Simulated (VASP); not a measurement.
Here is a VASP 6.6.1 calculation.

The input INCAR:

```
SYSTEM = Na
PREC     = Accurate       ! precision mode
ENCUT    = 520            ! plane-wave cutoff, eV
EDIFF    = 1E-6           ! SCF threshold, eV
ISMEAR   = 0              ! smearing method
SIGMA    = 0.1            ! smearing width, eV
LREAL    = .FALSE.        ! projectors in reciprocal space
LASPH    = .TRUE.         ! aspherical terms in the spheres
NELM     = 60             ! most SCF steps
ALGO     = Normal         ! electronic algorithm
ISIF     = 2              ! what is computed and relaxed
LWAVE    = .FALSE.        ! write WAVECAR
LCHARG   = .FALSE.        ! write CHGCAR
GGA      = PS             ! functional
NBANDS   = 10             ! bands
```

File KPOINTS:

```
Automatic mesh
0
G
  14 14 14
  0 0 0
```

Contents of POSCAR:

```
Na
1.0
   -2.0882015783      2.0882015783      2.0882015783
    2.0882015783     -2.0882015783      2.0882015783
    2.0882015783      2.0882015783     -2.0882015783
Na
1
Direct
    0.0000000000      0.0000000000      0.0000000000
```

Potentials or basis: VASP PAW PBE potentials, release 64 (Na_pv).

The run is started by

```console
$ cat potpaw_PBE.64/Na_pv/POTCAR > POTCAR
$ mpirun -np 1 vasp_std > vasp.out
```

**Question.** Predict the pressure.

**Answer.** -0.1 GPa.

Caveat: the PAW data sets were made with another functional, which shifts forces and pressure a little.
